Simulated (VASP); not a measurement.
# Ti3Sb2Se3 (P-3m1) in VASP: further runs, part 2 of 2

VASP 6.6.1. Earlier steps stand in the parts before.

## (3) Single point, PBE (22.11 Å³/atom)

This run uses another cell than the first one, of 22.11 Å³/atom.

The input, INCAR:

```
SYSTEM = Ti3Sb2Se3
ALGO = Normal
EDIFF = 1E-7
ENCUT = 520
GGA = PE
ISIF = 2
ISMEAR = 0
LASPH = .TRUE.
LCHARG = .TRUE.
LELF = .TRUE.
LREAL = .FALSE.
LVHAR = .TRUE.
LWAVE = .FALSE.
NBANDS = 42
NELM = 100
PREC = Accurate
SIGMA = 0.1
```

The input, KPOINTS:

```
k-points
0
G
  12 12 2
  0 0 0
```

The input, POSCAR:

```
Ti3Sb2Se3
1.0
    3.5383221761      0.0000000000      0.0000000000
   -1.7691610881      3.0642768913      0.0000000000
    0.0000000000      0.0000000000     16.3127063516
Ti Sb Se
3 2 3
Direct
    0.6666666667      0.3333333333      0.0920344698
    0.3333333333      0.6666666667      0.9079655302
    0.0000000000      0.0000000000      0.5000000000
    0.3333333333      0.6666666667      0.2154283607
    0.6666666667      0.3333333333      0.7845716393
    0.0000000000      0.0000000000      0.0000000000
    0.3333333333      0.6666666667      0.5948763371
    0.6666666667      0.3333333333      0.4051236629
```

Potentials or basis: VASP PAW PBE potentials, release 64 (Ti_sv, Sb, Se).

The run is started by

```bash
$ cat potpaw_PBE.64/Ti_sv/POTCAR potpaw_PBE.64/Sb/POTCAR potpaw_PBE.64/Se/POTCAR > POTCAR
$ mpirun -np 1 vasp_std > vasp.out
```

OUTCAR:

```text
SYSTEM = Ti3Sb2Se3
   EDIFF = 1E-7
   ENCUT = 520
   GGA = PE
   ISIF = 2
   ISMEAR = 0
   LASPH = .TRUE.
   LREAL = .FALSE.
   NELM = 100
   PREC = Accurate

 ion  position               nearest neighbor table
   1  0.667  0.333  0.092-   6 2.54   6 2.54   6 2.54   4 2.87   4 2.87   4 2.87
   2  0.333  0.667  0.908-   6 2.54   6 2.54   6 2.54   5 2.87   5 2.87   5 2.87
   3  0.000  0.000  0.500-   7 2.56   8 2.56   8 2.56   7 2.56   8 2.56   7 2.56
   4  0.333  0.667  0.215-   1 2.87   1 2.87   1 2.87
   5  0.667  0.333  0.785-   2 2.87   2 2.87   2 2.87
   6  0.000  0.000  0.000-   1 2.54   2 2.54   1 2.54   2 2.54   1 2.54   2 2.54
   7  0.333  0.667  0.595-   3 2.56   3 2.56   3 2.56
   8  0.667  0.333  0.405-   3 2.56   3 2.56   3 2.56

  LATTYP: Found a hexagonal cell.
 ALAT       =     3.5383221761
 C/A-ratio  =     4.6102942411

  Lattice vectors:

 A1 = (   3.5383221761,   0.0000000000,   0.0000000000)
 A2 = (  -1.7691610881,   3.0642768913,   0.0000000000)
 A3 = (   0.0000000000,   0.0000000000,  16.3127063516)

Analysis of symmetry for initial positions (statically):
=====================================================================
 Subroutine PRICEL returns:
 Original cell was already a primitive cell.

 Routine SETGRP: Setting up the symmetry group for a
 hexagonal supercell.

 Subroutine GETGRP returns: Found 12 space group operations
 (whereof 12 operations were pure point group operations)
 out of a pool of 24 trial point group operations.

The static configuration has the point symmetry D_3d.

Analysis of symmetry for dynamics (positions and initial velocities):
=====================================================================
 Subroutine PRICEL returns:
 Original cell was already a primitive cell.

 Routine SETGRP: Setting up the symmetry group for a
 hexagonal supercell.

 Subroutine GETGRP returns: Found 12 space group operations
 (whereof 12 operations were pure point group operations)
[... 138 lines left out ...]
   LORBIT       =      0    0 simple, 1 ext, 2 COOP (PROOUT), +10 PAW based schemes
   GGA     = PE    functional components
   LHFCALC =     F    Hartree Fock is set to
   AEXX    =    0.0000 exact exchange contribution
   IVDW    =     0    specifies the selected vdW correction
   LEPSILON=     F    determine dielectric tensor
   LRPA    =     F    only Hartree local field effects (RPA)
 non-spin polarized calculation
 Gauss-broadening in eV      SIGMA  =   0.10
  energy-cutoff  :      520.00
  volume of cell :      176.87
 maximum number of plane-waves:      4825
 NGX is ok and might be reduce to    28
   NGX = 13   NGY = 13   NGZ = 61

 number of electron      64.0000002 magnetization

 Free energy of the ion-electron system (eV)
  ---------------------------------------------------
  ext. energy  EPLUGINS =         0.00000000
  ---------------------------------------------------
  free energy    TOTEN  =       -47.95486621 eV

  energy without entropy =      -47.93545514  energy(sigma->0) =      -47.94516068

 E-fermi :   6.6471     XC(G=0): -10.2626

 val. band max:        6.6427935395   @ k =   0.1667   0.0000   0.0000
 cond. band min:       6.6694163666   @ k =   0.4167   0.1667   0.0000
 fundamental gap:      0.0266228270
 Fermi energy:         6.6471136841

 k-point     1 :       0.0000    0.0000    0.0000
  band No.  band energies     occupation
      1     -51.0134      2.00000
      2     -50.6720      2.00000
      3     -50.6673      2.00000
      4     -27.2362      2.00000
      5     -27.2362      2.00000
      6     -27.2262      2.00000
[... 1069 lines left out ...]
     41       8.5007      0.00000
     42       8.8853      0.00000

 [... further k-points ...]

------------------------ aborting loop because EDIFF is reached ----------------------------------------

  FORCE on cell =-STRESS in cart. coord.  units (eV):
  Direction    XX          YY          ZZ          XY          YZ          ZX
  --------------------------------------------------------------------------------------
  -------------------------------------------------------------------------------------
  Total        0.9360090      0.9360090      0.9315942     -0.0000000      0.0000000     -0.0000000
  in kB        8.4788937      8.4788937      8.4389024     -0.0000000      0.0000000     -0.0000000
  external PRESSURE =       8.4655632 kB  Pullay stress =       0.0000000 kB

 VOLUME and BASIS-vectors are now :
 -----------------------------------------------------------------------------
  energy-cutoff  :      520.00
  volume of cell :      176.87
      direct lattice vectors                 reciprocal lattice vectors
     3.538322176  0.000000000  0.000000000     0.282619827  0.163170633  0.000000000
    -1.769161088  3.064276891  0.000000000     0.000000000  0.326341266  0.000000000
     0.000000000  0.000000000 16.312706352     0.000000000  0.000000000  0.061301907

 POSITION                                       TOTAL-FORCE (eV/Angst)
 -----------------------------------------------------------------------------------
      1.76916      1.02143      1.50133        -0.000000      0.000000      0.010621
     -0.00000      2.04285     14.81138         0.000000     -0.000000     -0.010621
      0.00000      0.00000      8.15635        -0.000000     -0.000000      0.000000
     -0.00000      2.04285      3.51422         0.000000     -0.000000      0.014158
      1.76916      1.02143     12.79849        -0.000000      0.000000     -0.014158
      0.00000      0.00000      0.00000        -0.000000     -0.000000      0.000000
     -0.00000      2.04285      9.70404        -0.000000     -0.000000      0.020322
      1.76916      1.02143      6.60866         0.000000     -0.000000     -0.020322
 -----------------------------------------------------------------------------------
    total drift:                                0.000000      0.000000      0.000000

  FREE ENERGIE OF THE ION-ELECTRON SYSTEM (eV)
  ---------------------------------------------------
  free  energy   TOTEN  =       -47.9548662073 eV

  energy  without entropy=      -47.9354551450  energy(sigma->0) =      -47.94516068
```

OSZICAR:

```text
N       E                     dE             d eps       ncg     rms          rms(c)
DAV:   1     0.723016628455E+03    0.72302E+03   -0.29091E+04  3200   0.153E+03
DAV:   2     0.483786424785E+02   -0.67464E+03   -0.65049E+03  3388   0.452E+02
DAV:   3    -0.433730642243E+02   -0.91752E+02   -0.88325E+02  4912   0.145E+02
DAV:   4    -0.535249226693E+02   -0.10152E+02   -0.10075E+02  4982   0.424E+01
[... 10 lines left out ...]
DAV:  15    -0.479548719108E+02    0.82281E-04   -0.13268E-04  4782   0.601E-02    0.262E-02
DAV:  16    -0.479548684622E+02    0.34486E-05   -0.44797E-05  4050   0.283E-02    0.113E-02
DAV:  17    -0.479548670311E+02    0.14311E-05   -0.10399E-05  4366   0.148E-02    0.921E-03
DAV:  18    -0.479548662423E+02    0.78870E-06   -0.17036E-06  4168   0.792E-03    0.282E-03
DAV:  19    -0.479548662073E+02    0.35049E-07   -0.48988E-07  3678   0.381E-03
   1 F= -.47954866E+02 E0= -.47945161E+02  d E =-.194111E-01
```

Wall time 4.2 min (1 thread of AMD EPYC 9R45 (Zen 5), shared host); peak memory 0.43 GiB.

Results:

| Property | Result |
| --- | --- |
| Free energy | -47.9549 eV |
| Pressure | 0.8 GPa |
| Largest force | 0.020 eV/Å |
| Band gap on the k mesh | zero (bands 32 and 33 overlap by 0.33 eV) |

Forces on the atoms (eV/Å):
```
Ti   0.000  0.000  0.011
Ti   0.000  0.000 -0.011
Ti   0.000  0.000  0.000
Sb   0.000  0.000  0.014
Sb   0.000  0.000 -0.014
Se   0.000  0.000  0.000
Se   0.000  0.000  0.020
Se   0.000  0.000 -0.020
```

Levels at points of the mesh, in eV from the Fermi level:
```csv
k point,band 28,band 29,band 30,band 31,band 32,band 33,band 34,band 35,band 36,band 37
"(0.00, 0.00, 0.00)",-0.34,-0.01,0.05,0.05,0.24,0.24,0.40,0.40,0.80,0.80
"(0.50, 0.00, 0.00)",-2.07,-1.30,-0.95,-0.93,-0.20,-0.08,0.37,0.46,1.29,1.40
"(0.00, 0.00, 0.50)",-0.35,0.05,0.05,0.19,0.24,0.24,0.40,0.40,0.80,0.80
"(0.50, 0.00, 0.50)",-1.80,-1.30,-1.27,-0.71,-0.19,-0.08,0.37,0.44,1.29,1.40
```

Caveat: spin-orbit coupling is left out, which moves the levels of the heavy elements; this functional lacks dispersion, which binds the layers, so the pressure and a relaxed spacing across them are unreliable.

## (4) Single point, PBE

This run uses another cell than the first one, of 22.79 Å³/atom.

The input, INCAR:

```
SYSTEM = Ti3Sb2Se3
PREC = Accurate
ENCUT = 520
EDIFF = 1E-6
ISMEAR = 0
SIGMA = 0.1
LREAL = .False.
LASPH = .True.
NELM = 100
ALGO = Normal
ISIF = 2
LWAVE = .False.
LCHARG = .True.
GGA = PE
LELF = .True.
LVHAR = .True.
NBANDS = 42
```

The input, KPOINTS:

```
Automatic mesh
0
Gamma
  12 12 2
  0 0 0
```

The input, POSCAR:

```
Ti3Sb2Se3
1.0
    3.5499623097      0.0000000000      0.0000000000
   -1.7749811548      3.0743575427      0.0000000000
    0.0000000000      0.0000000000     16.7071183311
Ti Sb Se
3 2 3
Direct
    0.6666666667      0.3333333333      0.0899021480
    0.3333333333      0.6666666667      0.9100978520
    0.0000000000      0.0000000000      0.5000000000
    0.3333333333      0.6666666667      0.2107652381
    0.6666666667      0.3333333333      0.7892347619
    0.0000000000      0.0000000000      0.0000000000
    0.3333333333      0.6666666667      0.5925561633
    0.6666666667      0.3333333333      0.4074438367
```

The run is started by

```bash
$ cat potpaw_PBE.64/Ti_sv/POTCAR potpaw_PBE.64/Sb/POTCAR potpaw_PBE.64/Se/POTCAR > POTCAR
$ mpirun -np 1 vasp_std > vasp.out
```

Wall time 3.7 min (1 thread of AMD EPYC 9R45 (Zen 5), shared host); peak memory 0.44 GiB.

The run converged. Its results:

```
Free energy            : -47.9664 eV
Pressure               : 0.1 GPa
Largest force          : 0.013 eV/Å
Band gap on the k mesh : zero (bands 32 and 33 overlap by 0.35 eV)
```

Forces on the atoms (eV/Å):
```
Ti   0.000  0.000  0.009
Ti   0.000  0.000 -0.009
Ti   0.000  0.000  0.000
Sb   0.000  0.000  0.013
Sb   0.000  0.000 -0.013
Se   0.000  0.000  0.000
Se   0.000  0.000  0.012
Se   0.000  0.000 -0.012
```

Levels at points of the mesh, in eV from the Fermi level:
| k point | band 29 | band 30 | band 31 | band 32 | band 33 | band 34 | band 35 | band 36 |
| --- | --- | --- | --- | --- | --- | --- | --- | --- |
| (0.00, 0.00, 0.00) | -0.24 | 0.04 | 0.04 | 0.29 | 0.29 | 0.41 | 0.41 | 0.80 |
| (0.50, 0.00, 0.00) | -1.24 | -0.98 | -0.91 | -0.19 | -0.06 | 0.38 | 0.46 | 1.28 |
| (0.00, 0.00, 0.50) | 0.04 | 0.04 | 0.05 | 0.29 | 0.29 | 0.41 | 0.41 | 0.80 |
| (0.50, 0.00, 0.50) | -1.24 | -1.22 | -0.74 | -0.18 | -0.06 | 0.38 | 0.45 | 1.28 |

Caveat: spin-orbit coupling is left out, which moves the levels of the heavy elements; this functional lacks dispersion, which binds the layers, so the pressure and a relaxed spacing across them are unreliable.

## (5) Single point, PBE

This run uses another cell than the first one, of 22.83 Å³/atom.

The input, INCAR:

```
ALGO = Normal
EDIFF = 1E-6
ENCUT = 520
GGA = PE
ISIF = 2
ISMEAR = 0
LASPH = True
LCHARG = True
LELF = True
LREAL = False
LVHAR = True
LWAVE = False
NBANDS = 42
NELM = 80
PREC = Accurate
SIGMA = 0.1
```

The input, KPOINTS:

```
k-points
0
Gamma
  12 12 2
```

The input, POSCAR:

```
Ti3Sb2Se3
1.0
    3.5506195294      0.0000000000      0.0000000000
   -1.7753097647      3.0749267116      0.0000000000
    0.0000000000      0.0000000000     16.7294412191
Ti Sb Se
3 2 3
Direct
    0.6666666667      0.3333333333      0.0898124852
    0.3333333333      0.6666666667      0.9101875148
    0.0000000000      0.0000000000      0.5000000000
    0.3333333333      0.6666666667      0.2105372862
    0.6666666667      0.3333333333      0.7894627138
    0.0000000000      0.0000000000      0.0000000000
    0.3333333333      0.6666666667      0.5923833236
    0.6666666667      0.3333333333      0.4076166764
```

The run is started by

```bash
$ cat potpaw_PBE.64/Ti_sv/POTCAR potpaw_PBE.64/Sb/POTCAR potpaw_PBE.64/Se/POTCAR > POTCAR
$ mpirun -np 1 vasp_std > vasp.out
```

Wall time 3.5 min (1 thread of AMD EPYC 9R45 (Zen 5), shared host); peak memory 0.44 GiB.

The run converged. Its results:

```
Free energy            : -47.9664 eV
Pressure               : 0.1 GPa
Largest force          : 0.019 eV/Å
Band gap on the k mesh : zero (bands 32 and 33 overlap by 0.35 eV)
```

Forces on the atoms (eV/Å):
```
Ti   0.000  0.000  0.007
Ti   0.000  0.000 -0.007
Ti   0.000  0.000  0.000
Sb   0.000  0.000  0.011
Sb   0.000  0.000 -0.011
Se   0.000  0.000  0.000
Se   0.000  0.000  0.019
Se   0.000  0.000 -0.019
```

Levels at points of the mesh, in eV from the Fermi level:
| k point | band 29 | band 30 | band 31 | band 32 | band 33 | band 34 | band 35 | band 36 |
| --- | --- | --- | --- | --- | --- | --- | --- | --- |
| (0.00, 0.00, 0.00) | -0.25 | 0.05 | 0.05 | 0.29 | 0.29 | 0.41 | 0.41 | 0.80 |
| (0.50, 0.00, 0.00) | -1.24 | -0.98 | -0.90 | -0.19 | -0.06 | 0.38 | 0.46 | 1.27 |
| (0.00, 0.00, 0.50) | 0.04 | 0.04 | 0.05 | 0.29 | 0.29 | 0.41 | 0.41 | 0.80 |
| (0.50, 0.00, 0.50) | -1.24 | -1.22 | -0.74 | -0.18 | -0.06 | 0.38 | 0.45 | 1.27 |

Caveat: spin-orbit coupling is left out, which moves the levels of the heavy elements; this functional lacks dispersion, which binds the layers, so the pressure and a relaxed spacing across them are unreliable.

## (6) The runs side by side

```csv
cell,gap on the mesh (eV),pressure (GPa),largest force (eV/Å)
"a = 3.489, b = 3.489, c = 15.743 Å, angles 90.0, 90.0, 120.0°, 8 atoms, atomic positions A",none,3.9,0.02
"a = 3.538, b = 3.538, c = 16.313 Å, angles 90.0, 90.0, 120.0°, 8 atoms, atomic positions B",none,0.8,0.02
"a = 3.550, b = 3.550, c = 16.707 Å, angles 90.0, 90.0, 120.0°, 8 atoms, atomic positions C",none,0.1,0.01
"a = 3.551, b = 3.551, c = 16.729 Å, angles 90.0, 90.0, 120.0°, 8 atoms, atomic positions C",none,0.1,0.02
```

Alike in all rows: task single point; level PBE; potentials or basis VASP PAW PBE potentials, release 64 (Ti_sv, Sb, Se); no spin polarisation; k mesh 12 × 12 × 2; cutoff (eV) 520; smearing gaussian 0.1 eV.

Caveats: spin-orbit coupling is left out, which moves the levels of the heavy elements; this functional lacks dispersion, which binds the layers, so the pressure and a relaxed spacing across them are unreliable (at least some runs); the cell stands under pressure (at least some runs).

Absolute energies hang on the potentials; compare differences alone.
